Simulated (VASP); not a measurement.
Li, 4 atoms in the cell. It takes space group Fm-3m (No. 225, cubic). The conventional cell has a = 4.420 Å, b = 4.420 Å, c = 4.420 Å, α = 90.00°, β = 90.00°, γ = 90.00°. Within 4.1 Å of Li (site symmetry m-3m) lie 12 Li at 3.13 Å. 

| Item | Value |
| --- | --- |
| Program | VASP 6.6.1 |
| Task | relaxation of cell and atoms |
| Functional | PBEsol |
| Potentials or basis | VASP PAW PBE potentials, release 64 (Li_sv) |
| Cutoff | 600 eV |
| k mesh | 9 × 9 × 9 |
| Occupations | gaussian, width 0.05 eV |
| Spin | no spin polarisation |
| Dipole correction | no |
| Further INCAR settings | ALGO = Normal; EDIFF = 1e-06; IBRION = 2; EDIFFG = -0.02; NSW = 60; ISIF = 3 |

Potentials or basis: VASP PAW PBE potentials, release 64 (Li_sv).

Command:

```sh
$ cat potpaw_PBE.64/Li_sv/POTCAR > POTCAR
$ mpirun -np 1 vasp_std > vasp.out
```

Hardware: 1 thread of Intel(R) Xeon(R) Platinum 8488C (Sapphire Rapids), with other jobs on the host.

**Question.** How long does it take, and how much memory?

**Answer.** It took 34 s on 1 thread of Intel(R) Xeon(R) Platinum 8488C (Sapphire Rapids), on a shared host, peak memory 0.2 GiB. Counts: scf iterations 26, k points 35, ion steps 3.
